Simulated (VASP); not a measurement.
The system is In3GaAs4.

```
In Ga As
1.0
     4.19793    0.04704    0.05942
    -2.05822    3.76621    0.00727
     0.19590    0.14079   14.11667
In Ga As
3 1 4
Direct
  0.35815 0.69735 0.99157
  0.67255 0.37185 0.25185
  0.64437 0.29893 0.76266
  0.35397 0.65276 0.50384
  0.30487 0.65957 0.18720
  0.31001 0.63836 0.67194
  0.64595 0.35554 0.44457
  0.71013 0.32564 0.93438
```

```yaml
Program: VASP 6.6.1
Task: relaxation of cell and atoms
Functional: PBE
Potentials_or_basis: VASP PAW PBE potentials, release 64 (In_d, Ga_d, As)
Cutoff: 600 eV
k_mesh: 6 × 6 × 2
Occupations: gaussian, width 0.2 eV
Spin: no spin polarisation
```

At the start: pressure 2.0 GPa; volume 28.06 Å³/atom.

Question: How do energy, volume and symmetry change on relaxing?

Answer: Over 23 steps the energy falls by 149.9 meV/atom and the volume is 28.22 Å³/atom (+0.6 %); space group P1 (No. 1, to 0.1 Å) before, P3m1 (No. 156, to 0.1 Å).

The path:
```
step  energy change (eV)  largest force (eV/Å)  pressure (GPa)  volume (Å³)
   1              0.0000                3.1573            2.00       224.49
   2             -0.9771                0.8005           -1.90       235.94
   3             -0.9829                0.8192           -2.10       236.98
   4             -1.1366                0.4247            0.14       225.27
   5             -1.1371                0.4143            0.29       224.60
   6             -1.1619                0.2433            0.12       225.21
   7             -1.1665                0.2358            0.01       225.63
   8             -1.1758                0.1801           -0.06       225.94
   9             -1.1794                0.2107           -0.15       226.31
  10             -1.1853                0.0851            0.06       225.35
  11             -1.1856                0.0867            0.10       225.13
  12             -1.1879                0.0632           -0.04       225.72
  13             -1.1881                0.0789           -0.09       225.93
  14             -1.1901                0.0643           -0.01       225.54
  15             -1.1907                0.0652            0.07       225.20
  16             -1.1925                0.0716            0.02       225.43
  17             -1.1936                0.1201           -0.05       225.77
  18             -1.1950                0.0964           -0.04       225.76
  19             -1.1973                0.0770           -0.02       225.72
  20             -1.1975                0.0796           -0.01       225.71
  21             -1.1988                0.0427            0.01       225.64
  22             -1.1989                0.0388            0.02       225.61
  23             -1.1993                0.0172           -0.01       225.73
```

Final structure:
```
CELL_PARAMETERS angstrom
4.29294 0.00194 0.00199
-2.14358 3.72029 -0.00144
0.00636 -0.00236 14.12985
ATOMIC_POSITIONS crystal
In 0.33620 0.66805 0.00038
In 0.66703 0.33525 0.25653
In 0.66691 0.33260 0.74387
Ga 0.32984 0.66416 0.49997
As 0.33388 0.66896 0.18964
As 0.33311 0.66606 0.67741
As 0.66336 0.33092 0.44675
As 0.66966 0.33401 0.93345
```
